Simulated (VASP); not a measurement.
SiNi2: single point with PBE

SiNi2:

```xyz
3
Lattice="0.0000 2.6598 2.6598 2.6598 0.0000 2.6598 2.6598 2.6598 0.0000" Properties=species:S:1:pos:R:3 pbc="T T T"
Si    2.6598    2.6598    2.6598
Ni    3.9897    3.9897    3.9897
Ni    1.3299    1.3299    1.3299
```

The cell was built from a structure type or drawn by symmetry, and may not be a known phase.

```json
{"Program": "VASP 6.6.1", "Task": "single point", "Functional": "PBE", "Potentials or basis": "VASP PAW PBE potentials, release 64 (Si, Ni)", "Cutoff": "600 eV", "k mesh": "6 × 6 × 6", "Occupations": "gaussian, width 0.1 eV", "Spin": "collinear spin, ferromagnetic start", "Starting moments": "[0.0, 2.0, 2.0] μB"}
```

* Pressure: 0.1 GPa
* Band gap on the k mesh: zero (filled and empty bands overlap)
* Net moment: 0.00 μB per cell
* Valence electrons inside the program's atomic spheres: Si 1.69; Ni 9.43

Levels at points of the mesh, in eV from the Fermi level:
Spin up:
```
           k point  band 9  band 10  band 11  band 12  band 13  band 14  band 15  band 16
(0.00, 0.00, 0.00)   -1.40    -0.76    -0.76     4.52     4.52     4.52     4.96     4.96
(0.50, 0.00, 0.00)   -2.03    -2.02    -2.02    -1.80     3.19     3.19     5.36     5.97
(0.50, 0.50, 0.00)   -2.00    -1.27    -0.81    -0.81    -0.79    -0.08     3.80     4.89
```
Spin down:
```tsv
k point	band 9	band 10	band 11	band 12	band 13	band 14	band 15	band 16
(0.00, 0.00, 0.00)	-1.40	-0.76	-0.76	4.52	4.52	4.52	4.96	4.96
(0.50, 0.00, 0.00)	-2.03	-2.02	-2.02	-1.80	3.19	3.19	5.36	5.97
(0.50, 0.50, 0.00)	-2.00	-1.27	-0.81	-0.81	-0.79	-0.08	3.80	4.89
```

It took 82 s on 1 thread of Intel Xeon 8259CL (shared host), peak memory 0.2 GiB.
